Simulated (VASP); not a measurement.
Set up this calculation in VASP 6.6.1, as the native input.

* Task: single point
* Functional: r2SCAN
* Potentials or basis: VASP PAW PBE potentials, release 64 (Sr_sv, Ti_sv, O)
* Cutoff: 520 eV
* k mesh: 6 × 6 × 6
* Occupations: gaussian, width 0.02 eV
* Spin: no spin polarisation
* Hubbard terms: Ti d U = 4.0 eV
* Dipole correction: no
* Further INCAR settings: ALGO = Normal; EDIFF = 1e-06; NBANDS = 28

Crystal: SrTiO3.

```
CELL_PARAMETERS angstrom
3.74141 0.00000 0.00000
0.00000 3.74141 0.00000
0.00000 0.00000 4.04139
ATOMIC_POSITIONS crystal
Sr 0.00000 0.00000 0.00000
Ti 0.50000 0.50000 0.50000
O 0.50000 0.00000 0.50000
O 0.50000 0.50000 0.00000
O 0.00000 0.50000 0.50000
```

This cell differs from its parent crystal: biaxial strain in the a-b plane: -4.5 %, then relaxed in part.

The input as run:

POSCAR

```
SrTiO3
1.0
    3.7414142415      0.0000000000      0.0000000000
    0.0000000000      3.7414142415      0.0000000000
    0.0000000000      0.0000000000      4.0413896756
Sr Ti O
1 1 3
Direct
    0.0000000000      0.0000000000      0.0000000000
    0.5000000000      0.5000000000      0.5000000000
    0.5000000000      0.0000000000      0.5000000000
    0.5000000000      0.5000000000      0.0000000000
    0.0000000000      0.5000000000      0.5000000000
```

INCAR.step1

```
SYSTEM = SrTiO3
ALGO = Normal
EDIFF = 1E-4
ENCUT = 520
GGA = PE
ISMEAR = 0
LASPH = .TRUE.
LCHARG = .FALSE.
LDAU = .TRUE.
LDAUJ = 0 0 0
LDAUL = -1 2 -1
LDAUTYPE = 2
LDAUU = 0 4 0
LMAXMIX = 4
LREAL = .FALSE.
LWAVE = .TRUE.
NBANDS = 28
NELM = 150
PREC = Accurate
SIGMA = 0.02
```

INCAR.step2

```
SYSTEM = SrTiO3
ALGO = Normal
EDIFF = 1E-6
ENCUT = 520
ISIF = 2
ISMEAR = 0
ISTART = 1
LASPH = .TRUE.
LCHARG = .FALSE.
LDAU = .TRUE.
LDAUJ = 0 0 0
LDAUL = -1 2 -1
LDAUPRINT = 1
LDAUTYPE = 2
LDAUU = 0 4 0
LMAXMIX = 4
LMIXTAU = .TRUE.
LREAL = .FALSE.
LWAVE = .FALSE.
METAGGA = R2SCAN
NBANDS = 28
NELM = 150
PREC = Accurate
SIGMA = 0.02
```

KPOINTS

```
k-points
0
G
  6 6 6
  0 0 0
```

Potentials or basis: VASP PAW PBE potentials, release 64 (Sr_sv, Ti_sv, O).

The run is started by

```console
$ cat potpaw_PBE.64/Sr_sv/POTCAR potpaw_PBE.64/Ti_sv/POTCAR potpaw_PBE.64/O/POTCAR > POTCAR
$ cp INCAR.step1 INCAR
$ mpirun -np 1 vasp_std > vasp.out
$ cp INCAR.step2 INCAR
$ mpirun -np 1 vasp_std > vasp.out
```

It gave:

```
Pressure               : 18.9 GPa
Band gap on the k mesh : 2.82 eV (least direct gap 3.34 eV)
```

Caveat: the cell differs from its parent crystal (biaxial strain in the a-b plane: -4.5 %, then relaxed in part); the stress differs along the axes, from 2 to 27 GPa; the PAW data sets were made with another functional, which shifts forces and pressure a little.

It took 100 s on 1 thread of Intel(R) Xeon(R) 6975P-C (Granite Rapids) (shared host), peak memory 0.21 GiB.
